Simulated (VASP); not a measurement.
Crystal: Nb.

```
Nb
1.0
    -1.65882    1.65882    1.65882
     1.65882   -1.65882    1.65882
     1.65882    1.65882   -1.65882
Nb
1
Direct
  0.00000 0.00000 0.00000
```

| Item | Value |
| --- | --- |
| Program | VASP 6.6.1 |
| Task | relaxation of cell and atoms |
| Functional | LDA |
| Potentials or basis | VASP PAW LDA potentials, release 64 (Nb_sv) |
| Cutoff | 600 eV |
| k mesh | 8 × 8 × 8 |
| Occupations | gaussian, width 0.1 eV |
| Spin | no spin polarisation |

At the start: pressure -10.5 GPa; volume 18.26 Å³/atom.

Task: Where does the relaxation end?

Result: Over 3 steps the energy falls by 36.1 meV/atom and the volume is 17.25 Å³/atom (-5.5 %); space group Im-3m (No. 229, to 0.05 Å).

The path:
```tsv
step	energy change (eV)	largest force (eV/Å)	pressure (GPa)	volume (Å³)
1	0.0000	0.0000	-10.52	18.26
2	0.1283	0.0000	30.03	15.27
3	-0.0361	0.0000	-0.45	17.25
```

Final structure:
```
Nb
1.0
    -1.62761    1.62761    1.62761
     1.62761   -1.62761    1.62761
     1.62761    1.62761   -1.62761
Nb
1
Direct
  0.00000 0.00000 0.00000
```
